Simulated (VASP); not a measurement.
Here is a VASP 6.6.1 calculation.

File INCAR:

```
PREC = Accurate ; ENCUT = 520
EDIFF = 1E-7 ; ISMEAR = 0
SIGMA = 0.15 ; LREAL = F
LASPH = T ; NELM = 60
ALGO = Normal ; ISIF = 2
LWAVE = F ; LCHARG = T
GGA = PE ; LELF = T
LVHAR = T ; NBANDS = 21
```

Contents of KPOINTS:

```
Automatic mesh
0
Gamma
  14 14 14
```

The input POSCAR:

```
Ge
1.0
    0.0000000000      2.8805347716      2.9669508147
    2.8805347716      0.0000000000      2.9669508147
    2.8805347716      2.8805347716      0.0000000000
Ge
2
Direct
    0.5000000000      0.5000000000      0.5000000000
    0.7500000000      0.7500000000      0.7500000000
```

Potentials or basis: VASP PAW PBE potentials, release 64 (Ge_d).

Launch:

```sh
$ cat potpaw_PBE.64/Ge_d/POTCAR > POTCAR
$ mpirun -np 1 vasp_std > vasp.out
```

Q: What does it give for the pressure?

A: -1.7 GPa.

Q: Predict the band gap on the k mesh.

A: Zero (band 14 reaches 4.28 eV, above the bottom of band 15 at 4.14 eV).

Stress tensor (GPa, compression positive):
```
-1.03  0.00  0.00
 0.00 -1.03  0.00
 0.00  0.00 -3.00
```

Caveat: the cell differs from its parent crystal (engineering shear strain xy +0.0000, normal strain along z +0.0300).
